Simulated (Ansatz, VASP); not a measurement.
One calculation of HfO2, two programs

Contents of INCAR:

```
ALGO     = Normal         # electronic algorithm
EDIFF    = 1E-6           # SCF threshold, eV
ENCUT    = 520            # plane-wave cutoff, eV
GGA      = PE             # functional
ISIF     = 2              # what is computed and relaxed
ISMEAR   = -1             # smearing method
LASPH    = T              # aspherical terms in the spheres
LCHARG   = T              # write CHGCAR
LELF     = T              # ELF
LREAL    = F              # projectors in reciprocal space
LVHAR    = T            
LWAVE    = F              # write WAVECAR
NBANDS   = 18             # bands
NELM     = 80             # most SCF steps
PREC     = Accurate       # precision mode
SIGMA    = 0.08           # smearing width, eV
```

The input KPOINTS:

```
k-points
0
Gamma
  13 13 7
```

Contents of POSCAR:

```
HfO2
1.0
    3.1390257448      0.0000000000      0.0000000000
   -1.5695128724      2.7184760381      0.0000000000
    0.0000000000      0.0000000000      3.7136292356
Hf O
1 2
Direct
    0.0000000000      0.0000000000      0.0000000000
    0.3333333333      0.6666666667      0.2563331353
    0.6666666667      0.3333333333      0.7436668647
```

Input for Ansatz:

```yaml
crystal:
  lattice:
    - [3.1390257448, 0.0, 0.0]
    - [-1.5695128724, 2.7184760381, 0.0]
    - [0.0, 0.0, 3.7136292356]
  atoms:
    - { symbol: Hf, position: [0.0, 0.0, 0.0] }
    - { symbol: O, position: [0.3333333333, 0.6666666667, 0.2563331353] }
    - { symbol: O, position: [0.6666666667, 0.3333333333, 0.7436668647] }
kpoints:
  mp_grid: { grid: [13, 13, 7] }
  band_path:
    path:
      - [0.0, 0.0, 0.0]
      - [0.5, 0.0, 0.0]
      - [0.3333333333, 0.3333333333, 0.0]
      - [0.0, 0.0, 0.0]
      - [0.0, 0.0, 0.5]
      - [0.5, 0.0, 0.5]
      - [0.3333333333, 0.3333333333, 0.5]
      - [0.0, 0.0, 0.5]
      - [0.5, 0.0, 0.5]
    npoints: 8
scf:
  occupations: { method: fermi_dirac, width: 0.08 }
hamiltonian:
  xc: pbe
  pseudopotentials: { kind: all_electron, lapw: { basis_error: 0.001 } }
output:
  forces: true
  stress: true
  eigenvalues: true
  populations: true
  dos: { projected: true, de: 0.2, e_range: [-14, 8] }
```

Change from the starting cell: volume scaled by 0.62, LAPW.

Alike in both runs: task single point; functional PBE; k mesh 13 × 13 × 7; occupations fermi-dirac, width 0.08 eV; no spin polarisation.

```csv
,VASP,Ansatz
version,VASP 6.6.1,Ansatz 0.2.0
potentials or method,"VASP PAW PBE potentials, release 64 (Hf_pv, O), cutoff 520 eV","all-electron LAPW, scalar-relativistic"
```

|  | VASP | Ansatz | Ansatz less VASP |
| --- | --- | --- | --- |
| gap on the k mesh at the Fermi level (eV) | 3.07 | 3.02 | -0.051 |
| pressure (GPa) | 34.6 | 38.1 | +3.47 |
| traceless stress, the component that is largest in VASP (GPa) | 0.83 | -0.23 | -1.067 |
| rms of the force components (eV/Å) | 0.103 | 0.003 | -0.1004 |

Atom by atom the forces differ by 0.107 eV/Å (rms over components). The pressures are high and differ by over a tenth, so treat them with care. Ansatz ran all-electron here, and VASP with PAW potentials.

Neither program's run includes spin-orbit coupling.
